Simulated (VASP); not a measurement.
# KBr (Fm-3m) in VASP: single point with HSE06

Aim: the single point of KBr with HSE06.

Everything below comes from runs of VASP 6.6.1. Logs are shortened: lines on timing, memory, paths and dates and some standing lists are left out, and cuts for length are marked.

## 1. The cell of the first run

Symmetry: Fm-3m, No. 225, cubic system. The conventional cell has a = 6.550 Å, b = 6.550 Å, c = 6.550 Å, α = 90.00°, β = 90.00°, γ = 90.00°. K (site symmetry m-3m) has 6 Br at 3.27 Å within 4.3 Å. Within 4.3 Å of Br (site symmetry m-3m) lie 6 K at 3.27 Å.

## 2. Single point, HSE06

The input, POSCAR:

```
KBr
1.0
    0.0000000000      3.2750000000      3.2750000000
    3.2750000000      0.0000000000      3.2750000000
    3.2750000000      3.2750000000      0.0000000000
K Br
1 1
Direct
    0.0000000000      0.0000000000      0.0000000000
    0.5000000000      0.5000000000      0.5000000000
```

The input, INCAR.step1:

```
SYSTEM = KBr
PREC = Accurate ; ENCUT = 520
EDIFF = 1E-5 ; ISMEAR = -1
SIGMA = 0.05 ; LREAL = .False.
LASPH = .True. ; NELM = 60
ALGO = Normal ; ISIF = 2
LWAVE = .True. ; LCHARG = .False.
NBANDS = 15 ; GGA = PE
```

The input, INCAR.step2:

```
SYSTEM = KBr
PREC = Accurate ; ENCUT = 520
EDIFF = 1E-7 ; ISMEAR = -1
SIGMA = 0.05 ; LREAL = .False.
LASPH = .True. ; NELM = 60
ALGO = Normal ; ISIF = 2
LWAVE = .False. ; LCHARG = .False.
GGA = PE ; LHFCALC = .True.
HFSCREEN = 0.2079 ; PRECFOCK = Normal
NBANDS = 15 ; ISTART = 1
```

The input, KPOINTS:

```
regular mesh
0
Gamma
  6 6 6
  0 0 0
```

Potentials or basis: VASP PAW PBE potentials, release 64 (K_sv, Br).

On the command line:

```sh
cat potpaw_PBE.64/K_sv/POTCAR potpaw_PBE.64/Br/POTCAR > POTCAR
cp INCAR.step1 INCAR
mpirun -np 1 vasp_std > vasp.out
cp INCAR.step2 INCAR
mpirun -np 1 vasp_std > vasp.out
```

OUTCAR:

```text
SYSTEM = KBr
   PREC = Accurate
   ENCUT = 520
   EDIFF = 1E-7
   ISMEAR = -1
   LREAL = .False.
   LASPH = .True.
   NELM = 60
   ISIF = 2
   GGA = PE
   LHFCALC = .True.
   HFSCREEN = 0.2079
   PRECFOCK = Normal
   ISTART = 1

 ion  position               nearest neighbor table
   1  0.000  0.000  0.000-   2 3.27   2 3.27   2 3.27   2 3.27   2 3.27   2 3.27
   2  0.500  0.500  0.500-   1 3.27   1 3.27   1 3.27   1 3.27   1 3.27   1 3.27

  LATTYP: Found a face centered cubic cell.
 ALAT       =     6.5500000000

  Lattice vectors:

 A1 = (   0.0000000000,   3.2750000000,   3.2750000000)
 A2 = (   3.2750000000,   0.0000000000,   3.2750000000)
 A3 = (   3.2750000000,   3.2750000000,   0.0000000000)

Analysis of symmetry for initial positions (statically):
=====================================================================
 Subroutine PRICEL returns:
 Original cell was already a primitive cell.

 Routine SETGRP: Setting up the symmetry group for a
 face centered cubic supercell.

 Subroutine GETGRP returns: Found 48 space group operations
 (whereof 48 operations were pure point group operations)
 out of a pool of 48 trial point group operations.

The static configuration has the point symmetry O_h .

Analysis of symmetry for dynamics (positions and initial velocities):
=====================================================================
 Subroutine PRICEL returns:
 Original cell was already a primitive cell.

 Routine SETGRP: Setting up the symmetry group for a
 face centered cubic supercell.

 Subroutine GETGRP returns: Found 48 space group operations
 (whereof 48 operations were pure point group operations)
 out of a pool of 48 trial point group operations.

The dynamic configuration has the point symmetry O_h .

 Subroutine INISYM returns: Found 48 space group operations
 (whereof 48 operations are pure point group operations),
 and found     1 'primitive' translations

----------------------------------------------------------------------------------------

                                     Primitive cell

  volume of cell :      70.2528

  direct lattice vectors                    reciprocal lattice vectors
     0.000000000  3.275000000  3.275000000    -0.152671756  0.152671756  0.152671756
     3.275000000  0.000000000  3.275000000     0.152671756 -0.152671756  0.152671756
     3.275000000  3.275000000  0.000000000     0.152671756  0.152671756 -0.152671756

[... 91 lines left out ...]
   IALGO  =     38    algorithm
   IMIX   =      1    mixing-type and parameters
     AMIX     =   0.40;   BMIX     =  1.00
     AMIX_MAG =   1.60;   BMIX_MAG =  1.00
  volume/ion in A,a.u.               =      35.13       237.04
  Fermi-wavevector in a.u.,A,eV,Ry     =   0.999755  1.889263 13.599156  0.999510
  Thomas-Fermi vector in A             =   2.132066
   LORBIT       =      0    0 simple, 1 ext, 2 COOP (PROOUT), +10 PAW based schemes
   GGA     = PE    functional components
   LHFCALC =     T    Hartree Fock is set to
   PRECFOCK=normal    Normal, Fast or Accurate (Low or Medium for compatibility)
   ENCUT4O =  -1.0   cutoff for four orbital integrals eV
   NKREDX  =     1    reduce k-point grid by
   NKREDY  =     1    reduce k-point grid by
   NKREDZ  =     1    reduce k-point grid by
   AEXX    =    0.2500 exact exchange contribution
   HFSCREEN=    0.2079 screening length (either q_TF or 0.3 A-1)
   HFSCREENC=   0.2079 screening length for correlation (either q_TF or 0.3 A-1)
   ENCUTFOCK=  -1.0 apply spherical cutoff to Coloumb kernel
   IVDW    =     0    specifies the selected vdW correction
   LEPSILON=     F    determine dielectric tensor
   LRPA    =     F    only Hartree local field effects (RPA)
 non-spin polarized calculation
  energy-cutoff  :      520.00
  volume of cell :       70.25
 maximum number of plane-waves:      1917
 NGX is ok and might be reduce to    36
  NGX = 28; NGY = 28; NGZ = 28

 number of electron      16.0000000 magnetization

 Free energy of the ion-electron system (eV)
  ---------------------------------------------------
  ext. energy  EPLUGINS =         0.00000000
  ---------------------------------------------------
  free energy    TOTEN  =        -7.16228797 eV

  energy without entropy =       -7.16228797  energy(sigma->0) =       -7.16228797

 E-fermi :  -1.3516     XC(G=0):  -6.2560

 val. band max:       -2.5218464416   @ k =   0.0000   0.0000   0.0000
 cond. band min:       3.1443716683   @ k =   0.0000   0.0000   0.0000
 fundamental gap:      5.6662181099
 Fermi energy:        -1.3516339007

 k-point     1 :       0.0000    0.0000    0.0000
  band No.  band energies     occupation
      1     -32.4399      2.00000
      2     -15.8767      2.00000
      3     -14.5656      2.00000
      4     -14.5656      2.00000
      5     -14.5656      2.00000
      6      -2.5218      2.00000
      7      -2.5218      2.00000
      8      -2.5218      2.00000
      9       3.1444      0.00000
     10       6.4540      0.00000
     11       6.4540      0.00000
     12       6.4540      0.00000
     13       7.4191      0.00000
     14       7.4191      0.00000
[... 257 lines left out ...]
      2     -15.8342      2.00000
      3     -14.6527      2.00000
      4     -14.6217      2.00000
      5     -14.4951      2.00000
      6      -3.2982      2.00000
      7      -3.0421      2.00000
      8      -3.0136      2.00000
      9       5.3075      0.00000
     10       6.8212      0.00000
     11       7.1410      0.00000
     12       8.3687      0.00000
     13       9.1500      0.00000
     14      10.1371      0.00000
     15      10.5482      0.00000

------------------------ aborting loop because EDIFF is reached ----------------------------------------

  FORCE on cell =-STRESS in cart. coord.  units (eV):
  Direction    XX          YY          ZZ          XY          YZ          ZX
  --------------------------------------------------------------------------------------
  -------------------------------------------------------------------------------------
  Total        0.3867719      0.3867719      0.3867719     -0.0000000     -0.0000000      0.0000000
  in kB        8.8206711      8.8206711      8.8206711     -0.0000000     -0.0000000      0.0000000
  external PRESSURE =       8.8206711 kB  Pullay stress =       0.0000000 kB

 VOLUME and BASIS-vectors are now :
 -----------------------------------------------------------------------------
  energy-cutoff  :      520.00
  volume of cell :       70.25
      direct lattice vectors                 reciprocal lattice vectors
     0.000000000  3.275000000  3.275000000    -0.152671756  0.152671756  0.152671756
     3.275000000  0.000000000  3.275000000     0.152671756 -0.152671756  0.152671756
     3.275000000  3.275000000  0.000000000     0.152671756  0.152671756 -0.152671756

 POSITION                                       TOTAL-FORCE (eV/Angst)
 -----------------------------------------------------------------------------------
      0.00000      0.00000      0.00000         0.000000      0.000000      0.000000
      3.27500      3.27500      3.27500        -0.000000     -0.000000     -0.000000
 -----------------------------------------------------------------------------------
    total drift:                                0.000000      0.000000      0.000000

  FREE ENERGIE OF THE ION-ELECTRON SYSTEM (eV)
  ---------------------------------------------------
  free  energy   TOTEN  =        -7.1622879685 eV

  energy  without entropy=       -7.1622879684  energy(sigma->0) =       -7.16228797
```

OUTCAR.step1:

```text
SYSTEM = KBr
   PREC = Accurate
   ENCUT = 520
   EDIFF = 1E-5
   ISMEAR = -1
   LREAL = .False.
[... 499 lines left out ...]
      0.00000      0.00000      0.00000         0.000000      0.000000      0.000000
      3.27500      3.27500      3.27500        -0.000000     -0.000000     -0.000000
 -----------------------------------------------------------------------------------
    total drift:                                0.000000      0.000000      0.000000

  FREE ENERGIE OF THE ION-ELECTRON SYSTEM (eV)
  ---------------------------------------------------
  free  energy   TOTEN  =        -6.2052704327 eV

  energy  without entropy=       -6.2052704326  energy(sigma->0) =       -6.20527043
```

OSZICAR.step1:

```text
N       E                     dE             d eps       ncg     rms          rms(c)
DAV:   1     0.992013153506E+02    0.99201E+02   -0.68144E+03   480   0.938E+02
DAV:   2    -0.520037670989E+00   -0.99721E+02   -0.92209E+02   635   0.233E+02
DAV:   3    -0.617555553181E+01   -0.56555E+01   -0.56280E+01   648   0.487E+01
DAV:   4    -0.637170249522E+01   -0.19615E+00   -0.19609E+00   716   0.812E+00
DAV:   5    -0.637313623474E+01   -0.14337E-02   -0.14337E-02   655   0.784E-01    0.324E+00
DAV:   6    -0.620599028220E+01    0.16715E+00   -0.21243E-01   585   0.223E+00    0.237E+00
DAV:   7    -0.619556726407E+01    0.10423E-01   -0.10950E-01   627   0.177E+00    0.105E+00
DAV:   8    -0.620418835978E+01   -0.86211E-02   -0.11919E-02   560   0.796E-01    0.110E-01
DAV:   9    -0.620498596893E+01   -0.79761E-03   -0.82918E-04   606   0.178E-01    0.776E-02
DAV:  10    -0.620525151942E+01   -0.26555E-03   -0.26417E-04   522   0.946E-02    0.112E-02
DAV:  11    -0.620526901102E+01   -0.17492E-04   -0.26812E-05   585   0.302E-02    0.599E-03
DAV:  12    -0.620527043268E+01   -0.14217E-05   -0.37258E-06   394   0.132E-02
   1 F= -.62052704E+01 E0= -.62052704E+01  d E =-.751072E-10
```

Run time: 81 min. Hardware: 1 thread of Intel Xeon Platinum 8259CL at 2.50GHz (Skylake/Cascade Lake), shared host; peak memory 0.35 GiB.

What came out:

```yaml
Free_energy: -7.1623 eV
Pressure: 0.9 GPa
Band_gap_on_the_k_mesh: 5.67 eV
```

Caveat: the PAW data sets were made with another functional, which shifts forces and pressure a little.
